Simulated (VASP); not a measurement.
A run of VASP 6.6.1:

INCAR

```
  PREC = Accurate
  ENCUT = 520
  EDIFF = 1E-6
  ISMEAR = 0
  SIGMA = 0.1
  LREAL = False
  LASPH = True
  NELM = 100
  ALGO = Fast
  ISIF = 2
  LWAVE = False
  LCHARG = False
  GGA = PS
  NBANDS = 18
```

The input KPOINTS:

```
regular mesh
0
Gamma
  16 16 16
```

File POSCAR:

```
Au
1.0
    3.1773038526      0.0000000000      0.0000000000
    0.0000000000      3.1773038526      0.0000000000
    0.0000000000      0.0000000000      3.3902492787
Au
2
Direct
    0.0000000000      0.0000000000      0.0000000000
    0.5000000000      0.5000000000      0.5000000000
```

Potentials or basis: VASP PAW PBE potentials, release 64 (Au).

Run with:

```sh
$ cat potpaw_PBE.64/Au/POTCAR > POTCAR
$ mpirun -np 1 vasp_std > vasp.out
```

Hardware: 1 thread of Intel(R) Xeon(R) Platinum 8259CL CPU @ 2.50GHz (Skylake/Cascade Lake), on a shared host.

Question: How long does it take, and how much memory?

Answer: It took 2.9 min on 1 thread of Intel(R) Xeon(R) Platinum 8259CL CPU @ 2.50GHz (Skylake/Cascade Lake) (shared host), peak memory 0.3 GiB. Counts: scf iterations 12, k points 405.
